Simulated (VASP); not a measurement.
Write the native input for VASP 6.6.1 that does the following.

```
Task                   : relaxation of cell and atoms
Functional             : PBE
Potentials or basis    : VASP PAW PBE potentials, release 64 (Ba_sv, Er_3), 4f in core
Cutoff                 : 500 eV
k mesh                 : 3 × 3 × 3
Occupations            : gaussian, width 0.2 eV
Spin                   : no spin polarisation
Dipole correction      : no
Further INCAR settings : ALGO = Normal; EDIFF = 1e-07; IBRION = 2; EDIFFG = -0.08; NSW = 36; ISIF = 3
```

The structure of Ba4Er lies in POSCAR:

```
Ba4Er
1.0
    0.0000000000      6.1288055300      6.1288055300
    6.1288055300      0.0000000000      6.1288055300
    6.1288055300      6.1288055300      0.0000000000
Ba Er
8 2
Direct
    0.3761259900      0.3761259900      0.3761259900
    0.3761259900      0.3761259900      0.8716220300
    0.3761259900      0.8716220300      0.3761259900
    0.8738740100      0.8738740100      0.3783779700
    0.8738740100      0.8738740100      0.8738740100
    0.8716220300      0.3761259900      0.3761259900
    0.8738740100      0.3783779700      0.8738740100
    0.3783779700      0.8738740100      0.8738740100
    0.0000000000      0.0000000000      0.0000000000
    0.2500000000      0.2500000000      0.2500000000
```

The cell was generated, and may not be a known phase.

One way to write it, as run:

INCAR

```
ALGO = Normal
EDIFF = 1E-7
EDIFFG = -0.08
ENCUT = 500
GGA = PE
GGA_COMPAT = F
IBRION = 2
ISIF = 3
ISMEAR = 0
LASPH = T
LCHARG = F
LMAXMIX = 6
LREAL = F
LWAVE = F
NELM = 200
NELMIN = 4
NSW = 36
PREC = Accurate
SIGMA = 0.2
```

KPOINTS

```
k-points
0
Gamma
  3 3 3
```

Potentials or basis: VASP PAW PBE potentials, release 64 (Ba_sv, Er_3), 4f in core.

Launch:

```bash
$ cat potpaw_PBE.64/Ba_sv/POTCAR potpaw_PBE.64/Er_3/POTCAR > POTCAR
$ mpirun -np 1 vasp_std > vasp.out
```

It gave:

```
Relaxed volume                        : 60.05 Å³/atom
Relaxed cell                          : a = 9.470 Å, b = 9.470 Å, c = 9.470 Å, α = 60.00°, β = 60.00°, γ = 60.00°
Space group after relaxing (to 0.1 Å) : Fd-3m (No. 227)
Energy gained by relaxing             : 379.9 meV/atom
Ionic steps                           : 8
Pressure after relaxing               : 0.1 GPa
Largest force after relaxing          : 0.041 eV/Å
```

Caveat: the volume moved by over 15 % at a fixed basis, so the end points are rough; the relaxation stopped at a loose force limit of 0.08 eV/Å, so its end isn't a converged minimum.

Wall time 22 min on 1 thread of Intel(R) Xeon(R) 6975P-C (Granite Rapids), on a shared host, peak memory 0.66 GiB.
